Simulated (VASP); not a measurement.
Here is a VASP 6.6.1 calculation.

Contents of INCAR:

```
SYSTEM = Ti
ALGO = Normal
EDIFF = 1E-6
ENCUT = 520
ISIF = 2
ISMEAR = -1
LASPH = .True.
LCHARG = .False.
LREAL = .False.
LWAVE = .False.
NBANDS = 19
NELM = 80
PREC = Accurate
SIGMA = 0.1
```

The input KPOINTS:

```
k-points
0
Gamma
  16 16 9
  0 0 0
```

File POSCAR:

```
Ti
1.0
    1.4321410176     -2.4805410062      0.0000000000
    1.4321410176      2.4805410062      0.0000000000
    0.0000000000      0.0000000000      4.5377959650
Ti
2
Direct
    0.6666666670      0.3333333330      0.2500000000
    0.3333333330      0.6666666670      0.7500000000
```

Potentials or basis: VASP PAW LDA potentials, release 64 (Ti_sv).

The run is started by

```console
$ cat potpaw_LDA.64/Ti_sv/POTCAR > POTCAR
$ mpirun -np 1 vasp_std > vasp.out
```

Task: What does it give for the band gap on the k mesh?

Result: Zero (bands 12 and 13 overlap by 1.09 eV).

Task: Predict the pressure.

Result: -0.1 GPa.
